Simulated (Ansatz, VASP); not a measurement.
Two plane-wave programs on CdSe

File POSCAR:

```
CdSe
1.0
    4.0835749185      0.0000000000      0.0000000000
   -2.0417874593      3.5364796177      0.0000000000
    0.0000000000      0.0000000000      7.1905800000
Cd Se
2 2
Direct
    0.6666666667      0.3333333333      0.0000000000
    0.3333333333      0.6666666667      0.5000000000
    0.6666666667      0.3333333333      0.3750000000
    0.3333333333      0.6666666667      0.8750000000
```

The input INCAR.step1:

```
SYSTEM = CdSe
  ALGO = Normal
  EDIFF = 1E-4
  ENCUT = 520
  GGA = PE
  ISMEAR = 0
  LASPH = .TRUE.
  LCHARG = .FALSE.
  LREAL = .FALSE.
  LWAVE = .TRUE.
  NBANDS = 26
  NELM = 100
  PREC = Accurate
  SIGMA = 0.05
```

Contents of INCAR.step2:

```
SYSTEM = CdSe
  ALGO = Normal
  EDIFF = 1E-6
  ENCUT = 520
  ISIF = 2
  ISMEAR = 0
  ISTART = 1
  LASPH = .TRUE.
  LCHARG = .TRUE.
  LELF = .TRUE.
  LMIXTAU = .TRUE.
  LREAL = .FALSE.
  LVHAR = .TRUE.
  LWAVE = .FALSE.
  METAGGA = R2SCAN
  NBANDS = 26
  NELM = 100
  PREC = Accurate
  SIGMA = 0.05
```

KPOINTS

```
k-points
0
G
  6 6 4
  0 0 0
```

Input for Ansatz:

```yaml
crystal:
  lattice:
    - [4.0835749185, 0.0, 0.0]
    - [-2.0417874593, 3.5364796177, 0.0]
    - [0.0, 0.0, 7.19058]
  atoms:
    - { symbol: Cd, position: [0.6666666667, 0.3333333333, 0.0] }
    - { symbol: Cd, position: [0.3333333333, 0.6666666667, 0.5] }
    - { symbol: Se, position: [0.6666666667, 0.3333333333, 0.375] }
    - { symbol: Se, position: [0.3333333333, 0.6666666667, 0.875] }
basis:
  ecutwfc: 500
kpoints:
  mp_grid: { grid: [6, 6, 4] }
hamiltonian:
  xc: r2scan
scf:
  occupations: { method: gaussian, width: 0.05 }
output:
  forces: true
  stress: true
  eigenvalues: true
  write_density: true
  write_potential: true
  elf: true
  volumetric_format: npy
```

Change from the starting cell: strain -0.050 along x and y, +0.025 along z, atoms carried along.

Alike in both runs: task single point; functional r2SCAN; k mesh 6 × 6 × 4; occupations gaussian, width 0.05 eV; no spin polarisation.

|  | VASP | Ansatz |
| --- | --- | --- |
| version | VASP 6.6.1 | Ansatz 0.2.0 |
| potentials or method | VASP PAW PBE potentials, release 64 (Cd, Se), cutoff 520 eV | scalar-relativistic, plane waves, PAW |
| valence electrons in the cell | 36 | 72 |

|  | VASP | Ansatz | Ansatz less VASP |
| --- | --- | --- | --- |
| gap on the k mesh at the Fermi level (eV) | 1.16 | 1.17 | +0.008 |
| least direct gap on the mesh (eV) | 1.16 | 1.17 | +0.008 |
| pressure (GPa) | 7.9 | 7.5 | -0.41 |
| traceless stress, the component that is largest in VASP (GPa) | -5.93 | -5.81 | +0.118 |
| rms of the force components (eV/Å) | 0.428 | 0.415 | -0.0128 |

VASP's potentials were made for PBE, not for r2SCAN. Atom by atom the forces differ by 0.013 eV/Å (rms over components). With one functional, cell and mesh, what is left measures potentials, basis and numerics. VASP's potentials hold 36 valence electrons a cell and Ansatz's 72, so a difference there can come from the potentials and not from the codes.
